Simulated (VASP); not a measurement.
The system is BiTe.

```
CELL_PARAMETERS angstrom
0.00000 3.62276 3.62276
3.62276 0.00000 3.62276
3.62276 3.62276 0.00000
ATOMIC_POSITIONS crystal
Bi 0.00000 0.00000 0.00000
Te 0.25000 0.25000 0.25000
```

Base run:

| Item | Value |
| --- | --- |
| Program | VASP 6.6.1 |
| Functional | PBEsol |
| Potentials or basis | VASP PAW PBE potentials, release 64 (Bi_d, Te) |
| Cutoff | 520 eV |
| k mesh | 8 × 8 × 8 |
| Occupations | gaussian, width 0.05 eV |
| Spin | no spin polarisation |

Its results: pressure -1.5 GPa.

Q: The run is repeated on the same cell with these changes: functional from PBEsol to PBE; further incar settings from ALGO = Normal; EDIFF = 1e-07; NBANDS = 18 to ALGO = Normal; EDIFF = 1e-06; NBANDS = 18. What comes out?

A: Pressure 0.0 GPa.

Caveats: the PAW data sets were made with another functional, which shifts forces and pressure a little (some runs).
